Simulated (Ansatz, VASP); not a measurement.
# TaN: VASP beside Ansatz

File POSCAR:

```
TaN
1.0
    0.0000000000      2.3665051011      2.3665051011
    2.3665051011      0.0000000000      2.3665051011
    2.3665051011      2.3665051011      0.0000000000
Ta N
1 1
Direct
    0.0000000000      0.0000000000      0.0000000000
    0.2542256406      0.2457743594      0.2542256406
```

Contents of INCAR.step1:

```
SYSTEM = TaN
PREC = Accurate ; ENCUT = 660
ISMEAR = 0 ; SIGMA = 0.05
LREAL = .FALSE. ; LASPH = .TRUE.
NELM = 200 ; ISPIN = 2
MAGMOM = 0.05 0 ; LMAXMIX = 4
NBANDS = 19 ; GGA = PE
ALGO = Normal ; EDIFF = 1E-5
LWAVE = .TRUE. ; LCHARG = .FALSE.
GGA_COMPAT = .FALSE.
```

Contents of INCAR.step2:

```
SYSTEM = TaN
PREC = Accurate ; ENCUT = 660
EDIFF = 1E-6 ; ISMEAR = 0
SIGMA = 0.05 ; LREAL = .FALSE.
LASPH = .TRUE. ; NELM = 200
ALGO = Normal ; ISIF = 2
LWAVE = .FALSE. ; LCHARG = .FALSE.
ISPIN = 2 ; MAGMOM = 0.05 0
LORBIT = 11 ; LMAXMIX = 4
METAGGA = R2SCAN ; LMIXTAU = .TRUE.
NBANDS = 19 ; ISTART = 1
GGA_COMPAT = .FALSE.
```

KPOINTS

```
regular mesh
0
G
  12 12 12
  0 0 0
```

Input for Ansatz:

```yaml
crystal:
  lattice:
    - [0.0, 2.3665051011, 2.3665051011]
    - [2.3665051011, 0.0, 2.3665051011]
    - [2.3665051011, 2.3665051011, 0.0]
  atoms:
    - { symbol: Ta, position: [0.0, 0.0, 0.0], spin: 0.05 }
    - { symbol: "N", position: [0.2542256406, 0.2457743594, 0.2542256406] }
basis:
  ecutwfc: 500
  ecutrho_ratio: 4
kpoints:
  mp_grid: { grid: [12, 12, 12] }
hamiltonian:
  xc: r2scan
scf:
  occupations: { method: gaussian, width: 0.05 }
output:
  forces: true
  stress: true
  eigenvalues: true
  populations: true
  write_density: true
  write_potential: true
  elf: true
  volumetric_format: npy
magnetization:
  spin_polarized: true
checkpoint:
  read: start.run
  write: ck
  compress: false
  write_wavefunctions: false
  write_every: 100000
```

Alike in both runs: task single point; functional r2SCAN; k mesh 12 × 12 × 12; occupations gaussian, width 0.05 eV; collinear spin.

|  | VASP | Ansatz |
| --- | --- | --- |
| version | VASP 6.6.1 | Ansatz 0.2.0 |
| potentials or method | VASP PAW PBE potentials, release 64 (Ta_pv, N), cutoff 660 eV | scalar-relativistic, plane waves, PAW |
| valence electrons in the cell | 16 | 18 |

```csv
,VASP,Ansatz,Ansatz less VASP
gap on the k mesh at the Fermi level (eV),none,none,-
pressure (GPa),1.2,0.1,-1.14
"traceless stress, the component that is largest in VASP (GPa)",-1.47,-1.39,+0.073
rms of the force components (eV/Å),0.062,0.057,-0.0050
net moment per atom (μB),0.00,0.00,0.000
```

VASP's potentials were made for PBE, not for r2SCAN. Atom by atom the forces differ by 0.005 eV/Å (rms over components). A gap of «none» marks a metal or a gap that the smearing closes. VASP's potentials hold 16 valence electrons a cell and Ansatz's 18, so a difference there can come from the potentials and not from the codes. Ansatz's warnings: seeded moment not kept, stability check not made.

Neither program's run includes spin-orbit coupling.
